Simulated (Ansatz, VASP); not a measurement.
# One calculation of GaAs, two programs

Contents of POSCAR:

```
GaAs
1.0
   -1.8807739600      1.8807739600      3.0258508800
    1.8807739600     -1.8807739600      3.0258508800
    1.8807739600      1.8807739600     -3.0258508800
Ga As
1 1
Direct
    0.0000000000      0.0000000000      0.0000000000
    0.5000000000      0.5000000000      0.0000000000
```

Contents of INCAR.step1:

```
PREC = Accurate
ENCUT = 440
EDIFF = 1E-5
ISMEAR = -1
SIGMA = 0.05
LREAL = False
LASPH = True
NELM = 120
ALGO = Normal
ISIF = 2
LWAVE = True
GGA = PE
NBANDS = 16
GGA_COMPAT = False
```

Contents of INCAR.step2:

```
PREC = Accurate
ENCUT = 440
EDIFF = 1E-6
ISMEAR = -1
SIGMA = 0.05
LREAL = False
LASPH = True
NELM = 120
ALGO = Normal
ISIF = 2
LWAVE = False
LCHARG = True
METAGGA = R2SCAN
LHFCALC = True
AEXX = 0.1
LMIXTAU = True
PRECFOCK = Normal
LELF = True
LVHAR = True
ISTART = 1
NBANDS = 16
GGA_COMPAT = False
```

The input KPOINTS:

```
regular mesh
0
Gamma
  5 5 5
```

The input input:

```
crystal:
  lattice:
    - [-1.88077396, 1.88077396, 3.02585088]
    - [1.88077396, -1.88077396, 3.02585088]
    - [1.88077396, 1.88077396, -3.02585088]
  atoms:
    - { symbol: Ga, position: [0.0, 0.0, 0.0] }
    - { symbol: As, position: [0.5, 0.5, 0.0] }
hamiltonian:
  xc: r2scanh
  pseudopotentials: { kind: paw }
kpoints:
  mp_grid: { grid: [5, 5, 5] }
scf:
  occupations: { method: fermi_dirac, width: 0.05 }
output:
  forces: true
  stress: true
  eigenvalues: true
```

Alike in both runs: task single point; functional r2SCANh; k mesh 5 × 5 × 5; occupations fermi-dirac, width 0.05 eV; no spin polarisation.

|  | VASP | Ansatz |
| --- | --- | --- |
| version | VASP 6.6.1 | Ansatz 0.2.0 |
| potentials or method | VASP PAW PBE potentials, release 64 (Ga_d, As) | Ansatz PAW |
| plane-wave cutoff (eV) | 440 | 500 |
| valence electrons in the cell | 18 | 28 |

```tsv
	VASP	Ansatz	Ansatz less VASP
gap on the k mesh at the Fermi level (eV)	none	none	-
pressure (GPa)	-6.3	-6.3	+0.02
traceless stress, the component that is largest in VASP (GPa)	-2.67	-2.63	+0.044
```

VASP's potentials were made for PBE, not for r2SCANh. A gap of «none» marks a metal or a gap that the smearing closes. With one functional, cell and mesh, what is left measures potentials, basis and numerics. VASP's potentials hold 18 valence electrons a cell and Ansatz's 28, so a difference there can come from the potentials and not from the codes.

The k mesh is coarse, so the values compare programs but aren't converged.
